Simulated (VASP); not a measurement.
Input of a VASP 6.6.1 run:

The input INCAR:

```
  ALGO = Normal
  EDIFF = 1E-6
  ENCUT = 520
  GGA = PE
  ISIF = 2
  ISMEAR = 0
  LASPH = True
  LCHARG = False
  LREAL = False
  LWAVE = False
  NBANDS = 31
  NELM = 80
  PREC = Accurate
  SIGMA = 0.1
```

Contents of KPOINTS:

```
k-points
0
Gamma
  3 3 4
```

Contents of POSCAR:

```
SnTe5
1.0
    6.6395002800      0.0000000000      0.0000000000
   -3.3197501400      5.7499759100      0.0000000000
    0.0000000000      0.0000000000      6.0877263400
Sn Te
1 5
Direct
    0.0000000000      0.0000000000      0.0000000000
    0.3130345300      0.0000000000      0.5000000000
    0.6869654700      0.6869654700      0.5000000000
    0.0000000000      0.3130345300      0.5000000000
    0.3333333300      0.6666666700      0.0000000000
    0.6666666700      0.3333333300      0.0000000000
```

Potentials or basis: VASP PAW PBE potentials, release 64 (Sn_d, Te).

Launch:

```bash
$ cat potpaw_PBE.64/Sn_d/POTCAR potpaw_PBE.64/Te/POTCAR > POTCAR
$ mpirun -np 1 vasp_std > vasp.out
```

Task: Predict the band gap on the k mesh.

Result: Zero (bands 22 and 23 overlap by 1.68 eV).

Task: Predict the pressure.

Result: -6.9 GPa.

Task: Estimate the largest force.

Result: 0.420 eV/Å.

Stress tensor (GPa, compression positive):
```
-6.19  0.00  0.00
 0.00 -6.19  0.00
 0.00  0.00 -8.39
```

Caveat: the k points lie up to 0.36 Å⁻¹ apart, too coarse for converged energies and pressures of a metal; spin-orbit coupling is left out, which moves the levels of the heavy elements.
